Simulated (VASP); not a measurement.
# PbSe (wurtzite type) (P6_3mc) in VASP: relaxation of cell and atoms with PBE

Aim: the relaxation of cell and atoms of PbSe (wurtzite type) with PBE.

All numbers are computed with VASP 6.6.1; they aren't measurements. Logs are shortened: lines on timing, memory, paths and dates and some standing lists are left out, and cuts for length are marked.

### Step 1. The cell of the first run

The structure is hexagonal, space group P6_3mc (No. 186). The conventional cell has a = 4.556 Å, b = 4.556 Å, c = 7.426 Å, α = 90.00°, β = 90.00°, γ = 120.00°. Pb (site symmetry 3m) has 4 Se at 2.79 Å within 3.7 Å. Within 3.7 Å of Se (site symmetry 3m) lie 4 Pb at 2.79 Å.

### Step 2. Relaxation of cell and atoms, PBE

The input, INCAR:

```
PREC     = Accurate       # precision mode
ENCUT    = 600            # plane-wave cutoff, eV
EDIFF    = 1E-7           # SCF threshold, eV
ISMEAR   = -1             # smearing method
SIGMA    = 0.08           # smearing width, eV
LREAL    = F              # projectors in reciprocal space
LASPH    = T              # aspherical terms in the spheres
NELM     = 100            # most SCF steps
ALGO     = Fast           # electronic algorithm
ISIF     = 3              # what is computed and relaxed
LWAVE    = F              # write WAVECAR
LCHARG   = F              # write CHGCAR
GGA      = PE             # functional
IBRION   = 2              # ionic algorithm
NSW      = 100            # ionic steps
EDIFFG   = -0.005         # ionic threshold
```

The input, KPOINTS:

```
regular mesh
0
Gamma
  8 8 5
```

The input, POSCAR:

```
PbSe
1.0
    4.5558582445      0.0000000000      0.0000000000
   -2.2779291223      3.9454889758      0.0000000000
    0.0000000000      0.0000000000      7.4260489385
Pb Se
2 2
Direct
    0.3333333333      0.6666666667      0.0000000000
    0.6666666667      0.3333333333      0.5000000000
    0.3333333333      0.6666666667      0.3760000000
    0.6666666667      0.3333333333      0.8760000000
```

Potentials or basis: VASP PAW PBE potentials, release 64 (Pb_d, Se).

Run with:

```bash
$ cat potpaw_PBE.64/Pb_d/POTCAR potpaw_PBE.64/Se/POTCAR > POTCAR
$ mpirun -np 1 vasp_std > vasp.out
```

OUTCAR:

```text
PREC = Accurate
   ENCUT = 600
   EDIFF = 1E-7
   ISMEAR = -1
   LREAL = F
   LASPH = T
   NELM = 100
   ISIF = 3
   GGA = PE
   IBRION = 2
   NSW = 100
   EDIFFG = -0.005

 ion  position               nearest neighbor table
   1  0.333  0.667  0.000-   4 2.79   4 2.79   4 2.79   3 2.79
   2  0.667  0.333  0.500-   3 2.79   3 2.79   3 2.79   4 2.79
   3  0.333  0.667  0.376-   2 2.79   2 2.79   2 2.79   1 2.79
   4  0.667  0.333  0.876-   1 2.79   1 2.79   1 2.79   2 2.79

  LATTYP: Found a hexagonal cell.
 ALAT       =     4.5558582445
 C/A-ratio  =     1.6300000000

  Lattice vectors:

 A1 = (   4.5558582445,   0.0000000000,   0.0000000000)
 A2 = (  -2.2779291223,   3.9454889758,   0.0000000000)
 A3 = (   0.0000000000,   0.0000000000,   7.4260489385)

Analysis of symmetry for initial positions (statically):
=====================================================================
 Subroutine PRICEL returns:
 Original cell was already a primitive cell.

 Routine SETGRP: Setting up the symmetry group for a
 hexagonal supercell.

 Subroutine GETGRP returns: Found 12 space group operations
 (whereof  6 operations were pure point group operations)
 out of a pool of 24 trial point group operations.

The static configuration has the point symmetry C_3v.
 The point group associated with its full space group is C_6v.

Analysis of symmetry for dynamics (positions and initial velocities):
=====================================================================
 Subroutine PRICEL returns:
 Original cell was already a primitive cell.

 Routine SETGRP: Setting up the symmetry group for a
 hexagonal supercell.

 Subroutine GETGRP returns: Found 12 space group operations
 (whereof  6 operations were pure point group operations)
 out of a pool of 24 trial point group operations.

The dynamic configuration has the point symmetry C_3v.
 The point group associated with its full space group is C_6v.

 Subroutine INISYM returns: Found 12 space group operations
 (whereof  6 operations are pure point group operations),
 and found     1 'primitive' translations

----------------------------------------------------------------------------------------

                                     Primitive cell

  volume of cell :     133.4839

  direct lattice vectors                    reciprocal lattice vectors
     4.555858245  0.000000000  0.000000000     0.219497611  0.126727005  0.000000000
    -2.277929122  3.945488976  0.000000000     0.000000000  0.253454009  0.000000000
     0.000000000  0.000000000  7.426048939     0.000000000  0.000000000  0.134661111

  length of vectors
     4.555858245  4.555858245  7.426048939     0.253454009  0.253454009  0.134661111

  position of ions in fractional coordinates (direct lattice)
     0.333333333  0.666666667  0.000000000
     0.666666667  0.333333333  0.500000000
     0.333333333  0.666666667  0.376000000
     0.666666667  0.333333333  0.876000000

  ion indices of the primitive-cell ions
   primitive index   ion index
                 1           1
                 2           2
                 3           3
                 4           4

----------------------------------------------------------------------------------------

 KPOINTS: regular mesh

Automatic generation of k-mesh.
 Grid dimensions read from file:
 generate k-points for:    8    8    5

 Generating k-lattice:

  Cartesian coordinates                     Fractional coordinates (reciprocal lattice)
     0.027437201  0.015840876  0.000000000     0.125000000 -0.000000000  0.000000000
     0.000000000  0.031681751  0.000000000     0.000000000  0.125000000  0.000000000
     0.000000000  0.000000000  0.026932222     0.000000000  0.000000000  0.200000000

  Length of vectors
     0.031681751  0.031681751  0.026932222

  Shift w.r.t. Gamma in fractional coordinates (k-lattice)
     0.000000000  0.000000000  0.000000000

 Subroutine IBZKPT returns following result:
 ===========================================

 Found     30 irreducible k-points:

 Following reciprocal coordinates:
            Coordinates               Weight
  0.000000  0.000000  0.000000      1.000000
  0.125000  0.000000  0.000000      6.000000
  0.250000  0.000000  0.000000      6.000000
  0.375000  0.000000  0.000000      6.000000
  0.500000  0.000000  0.000000      3.000000
  0.125000  0.125000  0.000000      6.000000
[... 16 lines left out ...]
  0.250000  0.000000  0.400000     12.000000
  0.375000  0.000000  0.400000     12.000000
 [... further k-points ...]
   k-points           NKPTS =     30   k-points in BZ     NKDIM =     30   number of bands    NBANDS=     24
   number of dos      NEDOS =    301   number of ions     NIONS =      4
   total plane-waves  NPLWV =  77760
   dimension x,y,z NGX =    36 NGY =   36 NGZ =   60
   dimension x,y,z NGXF=    72 NGYF=   72 NGZF=  120
   ions per type =               2   2
   NGX,Y,Z   is equivalent  to a cutoff of  13.14, 13.14, 13.43 a.u.
   NGXF,Y,Z  is equivalent  to a cutoff of  26.27, 26.27, 26.86 a.u.
 SYSTEM =  unknown system
   PREC   = accura    normal or accurate (medium, high low for compatibility)
   ISTART =      0    job   : 0-new  1-cont  2-samecut
   ICHARG =      2    charge: 1-file 2-atom 10-const
   ISPIN  =      1    spin polarized calculation?
   LNONCOLLINEAR =      F non collinear calculations
   LSORBIT =      F    spin-orbit coupling
   LASPH  =      T    aspherical Exc in radial PAW
   ENCUT  =  600.0 eV  44.10 Ry    6.64 a.u.   9.10  9.10 14.83*2*pi/ulx,y,z
   NELM   =    100;   NELMIN=  2; NELMDL= -5     # of ELM steps
   EDIFF  = 0.1E-06   stopping-criterion for ELM
   LREAL  =      F    real-space projection
   EDIFFG = -.5E-02   stopping-criterion for IOM
   NSW    =    100    number of steps for IOM
   IBRION =      2    ionic relax: 0-MD 1-quasi-New 2-CG
   NFREE  =      1    steps in history (QN), initial steepest desc. (CG)
   ISIF   =      3    stress and relaxation
   ISYM   =      2    0-nonsym 1-usesym 2-fastsym
   POTIM  = 0.5000    time-step for ionic-motion
   TEBEG  =    0.0;   TEEND  =   0.0 temperature during run
   PSTRESS=    0.0 pullay stress
   NELECT =      40.0000    total number of electrons
   NUPDOWN=      -1.0000    fix difference up-down
   EMIN   =  10.00;   EMAX   =-10.00  energy-range for DOS
   EFERMI =   0.00;   METHOD = LEGACY
   ISMEAR =    -1;   SIGMA  =   0.08  broadening in eV -4-tet -1-fermi 0-gaus
   EFERMI_NEDOS =   21; number of points for ismear=-14 and -15
   IALGO  =     68    algorithm
   IMIX   =      4    mixing-type and parameters
     AMIX     =   0.40;   BMIX     =  1.00
     AMIX_MAG =   1.60;   BMIX_MAG =  1.00
  volume/ion in A,a.u.               =      33.37       225.20
  Fermi-wavevector in a.u.,A,eV,Ry     =   1.095516  2.070224 16.329091  1.200154
  Thomas-Fermi vector in A             =   2.231841
   LORBIT       =      0    0 simple, 1 ext, 2 COOP (PROOUT), +10 PAW based schemes
   GGA     = PE    functional components
   LHFCALC =     F    Hartree Fock is set to
   AEXX    =    0.0000 exact exchange contribution
   IVDW    =     0    specifies the selected vdW correction
   LEPSILON=     F    determine dielectric tensor
   LRPA    =     F    only Hartree local field effects (RPA)
 conjugate gradient relaxation of ions
 non-spin polarized calculation
 RMM-DIIS sequential band-by-band and
  energy-cutoff  :      600.00
  volume of cell :      133.48
 maximum number of plane-waves:      4494
   NGX = 19   NGY = 19   NGZ = 29

--------------------------------------- Ionic step        1  -------------------------------------------

 number of electron      40.0000003 magnetization

 Free energy of the ion-electron system (eV)
  ---------------------------------------------------
  ext. energy  EPLUGINS =         0.00000000
  ---------------------------------------------------
  free energy    TOTEN  =       -15.15804742 eV

  energy without entropy =      -15.15797461  energy(sigma->0) =      -15.15801101

------------------------ aborting loop because EDIFF is reached ----------------------------------------

  FORCE on cell =-STRESS in cart. coord.  units (eV):
  Direction    XX          YY          ZZ          XY          YZ          ZX
  --------------------------------------------------------------------------------------
  -------------------------------------------------------------------------------------
  Total        7.9617221      7.9617221      6.8325296     -0.0000000      0.0000000     -0.0000000
  in kB       95.5627748     95.5627748     82.0093291     -0.0000000      0.0000000     -0.0000000
  external PRESSURE =      91.0449596 kB  Pullay stress =       0.0000000 kB
[... 95 lines left out ...]
  FREE ENERGIE OF THE ION-ELECTRON SYSTEM (eV)
  ---------------------------------------------------
  free  energy   TOTEN  =       -15.8502447950 eV

  energy  without entropy=      -15.8502294618  energy(sigma->0) =      -15.85023713

[... ionic steps 4 to 61 ...]

--------------------------------------- Ionic step       62  -------------------------------------------

 number of electron      40.0000004 magnetization

------------------------ aborting loop because EDIFF is reached ----------------------------------------

  FORCE on cell =-STRESS in cart. coord.  units (eV):
  Direction    XX          YY          ZZ          XY          YZ          ZX
  --------------------------------------------------------------------------------------
  -------------------------------------------------------------------------------------
  Total        0.0246693      0.0246693      0.0287804     -0.0000000     -0.0000000      0.0000000
  in kB        0.2690050      0.2690050      0.3138342     -0.0000000     -0.0000000      0.0000000
  external PRESSURE =       0.2839481 kB  Pullay stress =       0.0000000 kB
[... 61 lines left out ...]
  energy  without entropy=      -16.0868135709  energy(sigma->0) =      -16.08682399

--------------------------------------- Ionic step       64  -------------------------------------------

 number of electron      40.0000004 magnetization

 Free energy of the ion-electron system (eV)
  ---------------------------------------------------
  ext. energy  EPLUGINS =         0.00000000
  ---------------------------------------------------
  free energy    TOTEN  =       -16.08685472 eV

  energy without entropy =      -16.08683388  energy(sigma->0) =      -16.08684430

 E-fermi :   3.4524     XC(G=0):  -8.1274

 val. band max:        2.6868128327   @ k =   0.3750   0.2500   0.4000
 cond. band min:       4.2987989252   @ k =   0.2500   0.1250   0.4000
 fundamental gap:      1.6119860925
 Fermi energy:         3.4524373228

 k-point     1 :       0.0000    0.0000    0.0000
  band No.  band energies     occupation
      1     -13.9325      2.00000
      2     -13.8665      2.00000
      3     -13.8665      2.00000
      4     -13.8658      2.00000
      5     -13.8658      2.00000
      6     -13.8605      2.00000
[... 637 lines left out ...]
     23       5.3879      0.00000
     24       5.9391      0.00000

 [... further k-points ...]
[... 5 lines left out ...]
  --------------------------------------------------------------------------------------
  -------------------------------------------------------------------------------------
  Total       -0.0159207     -0.0159207      0.0100212      0.0000000      0.0000000      0.0000000
  in kB       -0.1734314     -0.1734314      0.1091654      0.0000000      0.0000000      0.0000000
  external PRESSURE =      -0.0792325 kB  Pullay stress =       0.0000000 kB
[... 19 lines left out ...]
  FREE ENERGIE OF THE ION-ELECTRON SYSTEM (eV)
  ---------------------------------------------------
  free  energy   TOTEN  =       -16.0868547185 eV

  energy  without entropy=      -16.0868338813  energy(sigma->0) =      -16.08684430

 reached required accuracy - stopping structural energy minimisation
```

Run time: 41 min. Hardware: 1 thread of Intel Xeon 6975P-C (Granite Rapids), shared host; peak memory 0.38 GiB.

Results:

```
Free energy                           : -16.0869 eV
Relaxed volume                        : 36.77 Å³/atom
Relaxed cell                          : a = 5.218 Å, b = 5.218 Å, c = 6.238 Å, α = 90.00°, β = 90.00°, γ = 120.00°
Space group after relaxing (to 0.1 Å) : P6_3/mmc (No. 194)
Energy gained by relaxing             : 232.2 meV/atom
Ionic steps                           : 64
Pressure after relaxing               : 0.0 GPa
Band gap on the k mesh                : 1.61 eV (least direct gap 1.70 eV)
```

Step by step:
```csv
step,energy change (eV),largest force (eV/Å),pressure (GPa),volume (Å³)
1,0.0000,0.0739,9.10,133.48
3,-0.6922,0.0173,0.05,161.85
5,-0.6944,0.0417,-0.06,162.41
7,-0.6990,0.3073,0.11,161.81
9,-0.7022,0.2036,0.02,162.07
11,-0.7139,0.2321,-0.02,162.03
13,-0.7519,0.4367,-0.22,161.16
15,-0.7357,0.5534,-0.10,160.95
17,-0.7436,0.5436,-0.19,160.90
19,-0.7638,0.5201,-0.56,160.48
21,-0.8117,0.3606,-0.69,159.06
23,-0.8959,0.0285,-0.67,152.75
25,-0.9107,0.0035,-0.14,149.49
27,-0.9161,0.0363,0.43,146.69
29,-0.9223,0.0616,0.23,147.25
31,-0.9239,0.0359,-0.11,148.46
33,-0.9246,0.0261,-0.03,148.03
35,-0.9247,0.0239,0.00,147.87
37,-0.9260,0.0249,0.11,147.18
39,-0.9264,0.0272,0.21,146.64
41,-0.9274,0.0197,0.09,147.00
43,-0.9278,0.0148,-0.03,147.38
45,-0.9284,0.0050,-0.07,147.45
47,-0.9285,0.0055,0.00,147.11
49,-0.9286,0.0053,0.03,146.98
51,-0.9286,0.0056,0.04,146.95
53,-0.9286,0.0053,-0.01,147.13
55,-0.9287,0.0040,-0.03,147.18
57,-0.9287,0.0028,-0.03,147.17
59,-0.9287,0.0033,0.01,147.03
61,-0.9288,0.0025,0.03,146.92
63,-0.9288,0.0021,0.03,146.94
64,-0.9288,0.0016,-0.01,147.08
```

Final structure:
```cif
data_structure
_symmetry_space_group_name_H-M 'P 1'
_symmetry_Int_Tables_number 1
_cell_length_a 5.2178
_cell_length_b 5.2178
_cell_length_c 6.2379
_cell_angle_alpha 90.000
_cell_angle_beta 90.000
_cell_angle_gamma 120.000
_cell_volume 147.08
loop_
_atom_site_label
_atom_site_type_symbol
_atom_site_fract_x
_atom_site_fract_y
_atom_site_fract_z
_atom_site_occupancy
Pb1 Pb 0.33333 0.66667 0.93929 1
Pb2 Pb 0.66667 0.33333 0.43929 1
Se1 Se 0.33333 0.66667 0.43671 1
Se2 Se 0.66667 0.33333 0.93671 1
```

Levels at points of the mesh, in eV from the valence-band top:
```tsv
k point	band 16	band 17	band 18	band 19	band 20	band 21	band 22	band 23	band 24
(0.00, 0.00, 0.00)	-2.60	-2.60	-1.43	-1.41	-1.41	1.98	1.98	3.40	3.40
(0.50, 0.00, 0.00)	-3.22	-2.42	-1.81	-1.79	-0.41	2.80	3.38	4.18	4.39
```

Caveat: a cell axis changed by over 15 % at a fixed basis, so the end point is rough; spin-orbit coupling is left out, which moves the levels of the heavy elements; an odd mesh through Γ misses points on the zone boundary, where band edges can lie.
